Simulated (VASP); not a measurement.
# As (Fd-3m) in VASP: notebook, part 3 of 3

VASP 6.6.1. Earlier steps stand in the parts before.

### Step 4. Single point, r2SCAN

This run uses another cell than the first one, of 25.77 Å³/atom.

The input, POSCAR:

```
As
1.0
    0.0000000000      2.9538227311      2.9538227311
    2.9538227311      0.0000000000      2.9538227311
    2.9538227311      2.9538227311      0.0000000000
As
2
Direct
    0.0000000000      0.0000000000      0.0000000000
    0.2500000000      0.2500000000      0.2500000000
```

The input, INCAR.step1:

```
SYSTEM = As
PREC = Accurate ; ENCUT = 520
ISMEAR = 0 ; SIGMA = 0.1
LREAL = .FALSE. ; LASPH = .TRUE.
NELM = 60 ; NBANDS = 12
GGA = PE ; ALGO = Normal
EDIFF = 1E-4 ; LWAVE = .TRUE.
LCHARG = .FALSE.
```

The input, INCAR.step2:

```
SYSTEM = As
PREC = Accurate ; ENCUT = 520
EDIFF = 1E-6 ; ISMEAR = 0
SIGMA = 0.1 ; LREAL = .FALSE.
LASPH = .TRUE. ; NELM = 60
ALGO = Normal ; ISIF = 2
LWAVE = .FALSE. ; LCHARG = .TRUE.
METAGGA = R2SCAN ; LMIXTAU = .TRUE.
LELF = .TRUE. ; LVHAR = .TRUE.
NBANDS = 12 ; ISTART = 1
```

The input, KPOINTS:

```
regular mesh
0
G
  7 7 7
  0 0 0
```

Potentials or basis: VASP PAW PBE potentials, release 64 (As).

Started as:

```sh
> cat potpaw_PBE.64/As/POTCAR > POTCAR
> cp INCAR.step1 INCAR
> mpirun -np 1 vasp_std > vasp.out
> cp INCAR.step2 INCAR
> mpirun -np 1 vasp_std > vasp.out
```

OUTCAR:

```text
SYSTEM = As
   PREC = Accurate
   ENCUT = 520
   EDIFF = 1E-6
   ISMEAR = 0
   LREAL = .FALSE.
   LASPH = .TRUE.
   NELM = 60
   ISIF = 2
   METAGGA = R2SCAN
   ISTART = 1

 ion  position               nearest neighbor table
   1  0.000  0.000  0.000-   2 2.56   2 2.56   2 2.56   2 2.56
   2  0.250  0.250  0.250-   1 2.56   1 2.56   1 2.56   1 2.56

  LATTYP: Found a face centered cubic cell.
 ALAT       =     5.9076454622

  Lattice vectors:

 A1 = (   0.0000000000,   2.9538227311,   2.9538227311)
 A2 = (   2.9538227311,   0.0000000000,   2.9538227311)
 A3 = (   2.9538227311,   2.9538227311,   0.0000000000)

Analysis of symmetry for initial positions (statically):
=====================================================================
 Subroutine PRICEL returns:
 Original cell was already a primitive cell.

 Routine SETGRP: Setting up the symmetry group for a
 face centered cubic supercell.

 Subroutine GETGRP returns: Found 48 space group operations
 (whereof 24 operations were pure point group operations)
 out of a pool of 48 trial point group operations.

The static configuration has the point symmetry T_d .
 The point group associated with its full space group is O_h .

Analysis of symmetry for dynamics (positions and initial velocities):
=====================================================================
 Subroutine PRICEL returns:
 Original cell was already a primitive cell.

 Routine SETGRP: Setting up the symmetry group for a
 face centered cubic supercell.

 Subroutine GETGRP returns: Found 48 space group operations
 (whereof 24 operations were pure point group operations)
 out of a pool of 48 trial point group operations.

The dynamic configuration has the point symmetry T_d .
 The point group associated with its full space group is O_h .

 Subroutine INISYM returns: Found 48 space group operations
 (whereof 24 operations are pure point group operations),
 and found     1 'primitive' translations

----------------------------------------------------------------------------------------

                                     Primitive cell

  volume of cell :      51.5446

  direct lattice vectors                    reciprocal lattice vectors
     0.000000000  2.953822731  2.953822731    -0.169272176  0.169272176  0.169272176
     2.953822731  0.000000000  2.953822731     0.169272176 -0.169272176  0.169272176
     2.953822731  2.953822731  0.000000000     0.169272176  0.169272176 -0.169272176

  length of vectors
     4.177336167  4.177336167  4.177336167     0.293188008  0.293188008  0.293188008

  position of ions in fractional coordinates (direct lattice)
     0.000000000  0.000000000  0.000000000
     0.250000000  0.250000000  0.250000000

  ion indices of the primitive-cell ions
   primitive index   ion index
                 1           1
                 2           2

----------------------------------------------------------------------------------------

 KPOINTS: regular mesh

Automatic generation of k-mesh.
 Grid dimensions read from file:
 generate k-points for:    7    7    7

[... 23 lines left out ...]
  0.428571  0.000000  0.000000      8.000000
  0.142857  0.142857  0.000000      6.000000
  0.285714  0.142857  0.000000     24.000000
[... 12 lines left out ...]
 -0.428571  0.428571  0.142857     24.000000
 -0.285714  0.428571  0.142857     24.000000
   k-points           NKPTS =     20   k-points in BZ     NKDIM =     20   number of bands    NBANDS=     12
   number of dos      NEDOS =    301   number of ions     NIONS =      2
   total plane-waves  NPLWV =  32768
   dimension x,y,z NGX =    32 NGY =   32 NGZ =   32
   dimension x,y,z NGXF=    64 NGYF=   64 NGZF=   64
   ions per type =               2
   NGX,Y,Z   is equivalent  to a cutoff of  12.74, 12.74, 12.74 a.u.
   NGXF,Y,Z  is equivalent  to a cutoff of  25.47, 25.47, 25.47 a.u.
 SYSTEM =  As
   PREC   = accura    normal or accurate (medium, high low for compatibility)
   ISTART =      1    job   : 0-new  1-cont  2-samecut
   ICHARG =      0    charge: 1-file 2-atom 10-const
   ISPIN  =      1    spin polarized calculation?
   LNONCOLLINEAR =      F non collinear calculations
   LSORBIT =      F    spin-orbit coupling
   LASPH  =      T    aspherical Exc in radial PAW
   ENCUT  =  520.0 eV  38.22 Ry    6.18 a.u.   7.77  7.77  7.77*2*pi/ulx,y,z
   NELM   =     60;   NELMIN=  2; NELMDL=  0     # of ELM steps
   EDIFF  = 0.1E-05   stopping-criterion for ELM
   LREAL  =      F    real-space projection
   EDIFFG = 0.1E-04   stopping-criterion for IOM
   NSW    =      0    number of steps for IOM
   IBRION =     -1    ionic relax: 0-MD 1-quasi-New 2-CG
   NFREE  =      0    steps in history (QN), initial steepest desc. (CG)
   ISIF   =      2    stress and relaxation
   ISYM   =      2    0-nonsym 1-usesym 2-fastsym
   POTIM  = 0.5000    time-step for ionic-motion
   TEBEG  =    0.0;   TEEND  =   0.0 temperature during run
   PSTRESS=    0.0 pullay stress
   NELECT =      10.0000    total number of electrons
   NUPDOWN=      -1.0000    fix difference up-down
   EMIN   =  10.00;   EMAX   =-10.00  energy-range for DOS
   EFERMI =   0.00;   METHOD = LEGACY
   ISMEAR =     0;   SIGMA  =   0.10  broadening in eV -4-tet -1-fermi 0-gaus
   EFERMI_NEDOS =   21; number of points for ismear=-14 and -15
   IALGO  =     38    algorithm
   IMIX   =      4    mixing-type and parameters
     AMIX     =   0.40;   BMIX     =  1.00
     AMIX_MAG =   1.60;   BMIX_MAG =  1.00
  volume/ion in A,a.u.               =      25.77       173.92
  Fermi-wavevector in a.u.,A,eV,Ry     =   0.947721  1.790933 12.220408  0.898175
  Thomas-Fermi vector in A             =   2.075841
   LORBIT       =      0    0 simple, 1 ext, 2 COOP (PROOUT), +10 PAW based schemes
   METAGGA = R2SCAN    functional components
   LHFCALC =     F    Hartree Fock is set to
   AEXX    =    0.0000 exact exchange contribution
   IVDW    =     0    specifies the selected vdW correction
   LEPSILON=     F    determine dielectric tensor
   LRPA    =     F    only Hartree local field effects (RPA)
 non-spin polarized calculation
 Gauss-broadening in eV      SIGMA  =   0.10
  energy-cutoff  :      520.00
  volume of cell :       51.54
 maximum number of plane-waves:      1411
   NGX = 15   NGY = 15   NGZ = 15

 number of electron      10.0000000 magnetization

 Free energy of the ion-electron system (eV)
  ---------------------------------------------------
  ext. energy  EPLUGINS =         0.00000000
  ---------------------------------------------------
  free energy    TOTEN  =       -28.48115801 eV

  energy without entropy =      -28.46655740  energy(sigma->0) =      -28.47385771

 E-fermi :   3.9724     XC(G=0):  -9.4330

 val. band max:        3.9619293679   @ k =  -0.4286   0.4286   0.0000
 cond. band min:       3.9982857680   @ k =  -0.4286   0.4286   0.1429
 fundamental gap:      0.0363564001
 Fermi energy:         3.9723924179

 k-point     1 :       0.0000    0.0000    0.0000
  band No.  band energies     occupation
      1     -11.3941      2.00000
      2      -1.7966      2.00000
      3       1.2022      2.00000
      4       1.2022      2.00000
      5       1.2022      2.00000
      6       4.2586      0.00005
      7       4.2586      0.00005
      8       4.2586      0.00005
      9       9.1340      0.00000
     10      12.0346      0.00000
     11      12.0346      0.00000
     12      14.0801      0.00000
[... 271 lines left out ...]
 k-point    20 :      -0.2857    0.4286    0.1429
  band No.  band energies     occupation
      1      -8.6334      2.00000
      2      -7.6551      2.00000
      3      -1.8672      2.00000
      4      -1.1220      2.00000
      5       4.0351      0.37538
      6       5.6866      0.00000
      7       7.1516      0.00000
      8       7.3333      0.00000
      9      10.5871      0.00000
     10      12.3506      0.00000
     11      14.0431      0.00000
     12      16.0798      0.00000

------------------------ aborting loop because EDIFF is reached ----------------------------------------

  FORCE on cell =-STRESS in cart. coord.  units (eV):
  Direction    XX          YY          ZZ          XY          YZ          ZX
  --------------------------------------------------------------------------------------
  -------------------------------------------------------------------------------------
  Total        1.6270304      1.6270304      1.6270304      0.0000000     -0.0000000      0.0000000
  in kB       50.5734963     50.5734963     50.5734963      0.0000000     -0.0000000      0.0000000
  external PRESSURE =      50.5734963 kB  Pullay stress =       0.0000000 kB

 VOLUME and BASIS-vectors are now :
 -----------------------------------------------------------------------------
  energy-cutoff  :      520.00
  volume of cell :       51.54
      direct lattice vectors                 reciprocal lattice vectors
     0.000000000  2.953822731  2.953822731    -0.169272176  0.169272176  0.169272176
     2.953822731  0.000000000  2.953822731     0.169272176 -0.169272176  0.169272176
     2.953822731  2.953822731  0.000000000     0.169272176  0.169272176 -0.169272176

 POSITION                                       TOTAL-FORCE (eV/Angst)
 -----------------------------------------------------------------------------------
      0.00000      0.00000      0.00000        -0.000000     -0.000000     -0.000000
      1.47691      1.47691      1.47691         0.000000      0.000000      0.000000
 -----------------------------------------------------------------------------------
    total drift:                               -0.000000     -0.000000      0.000000

  FREE ENERGIE OF THE ION-ELECTRON SYSTEM (eV)
  ---------------------------------------------------
  free  energy   TOTEN  =       -28.4811580112 eV

  energy  without entropy=      -28.4665574009  energy(sigma->0) =      -28.47385771
```

Run time: 18 s. Hardware: 1 thread of Intel Xeon 6975P-C (Granite Rapids), shared host; peak memory 0.18 GiB.

Results:

* Free energy: -28.4812 eV
* Pressure: 5.1 GPa
* Band gap on the k mesh: zero (bands 5 and 6 overlap by 0.83 eV)

Levels at points of the mesh, in eV from the Fermi level:
| k point | band 3 | band 4 | band 5 | band 6 | band 7 | band 8 |
| --- | --- | --- | --- | --- | --- | --- |
| (0.00, 0.00, 0.00) | -2.77 | -2.77 | -2.77 | 0.29 | 0.29 | 0.29 |

Caveat: the cell stands under pressure; the PAW data sets were made with another functional, which shifts forces and pressure a little.

### Step 5. Overview

```csv
cell,gap on the mesh (eV),pressure (GPa)
"a = 3.955 Å, angles 60.0°, 2 atoms",none,20.3
"a = 4.088 Å, angles 60.0°, 2 atoms",none,10.1
"a = 4.177 Å, angles 60.0°, 2 atoms",none,5.1
```

Alike in all rows: task single point; level r2SCAN; potentials or basis VASP PAW PBE potentials, release 64 (As); no spin polarisation; k mesh 7 × 7 × 7; cutoff (eV) 520; smearing gaussian 0.1 eV.

Caveats: the cell stands under pressure; the PAW data sets were made with another functional, which shifts forces and pressure a little.

Absolute energies hang on the potentials; compare differences alone.
